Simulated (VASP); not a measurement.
Runs of VASP 6.6.1 on Ce. The structure is that of space group Fm-3m (No. 225), or close to it. The cells are those of the table. 

```tsv
cell	gap on the mesh (eV)	pressure (GPa)	moment (μB)
a = 3.311 Å, angles 60.0°, 1 atom	none	3.0	0.00
a = 3.262 Å, angles 60.0°, 1 atom	none	(c)	0.00
a = 3.358 Å, angles 60.0°, 1 atom	none	(a)	0.00
a = 3.449 Å, angles 60.0°, 1 atom	none	-1.3	0.00
a = 3.404 Å, angles 60.0°, 1 atom	none	-0.1	0.00
a = 3.492 Å, angles 60.0°, 1 atom	none	-2.3	0.00
a = 3.535 Å, angles 60.0°, 1 atom	none	(b)	0.01
```

Alike in all rows: task single point; level RPBE; potentials or basis VASP PAW PBE potentials, release 64 (Ce); spin collinear, ferromagnetic start; k mesh 15 × 15 × 15; cutoff (eV) 520; smearing fermi-dirac 0.05 eV.

Problem. Fill in the values left out.

Solution. (a) 1.3; (b) -3.2; (c) 5.3.

Caveats: the magnetic or orbital state may not be the lowest; the moments typed at the start vanished in this run; the PAW data sets were made with another functional, which shifts forces and pressure a little; spin-orbit coupling is left out, which moves the levels of the heavy elements; semilocal functionals describe open f shells poorly, which spoils levels, moments and volumes; the cell stands under pressure (at least some runs); the cell stands under tension (at least some runs).

A k mesh can miss the band edges, and the runs leave out spin-orbit coupling on Ce.

A gap of «none» marks levels without a gap at the run's occupations.
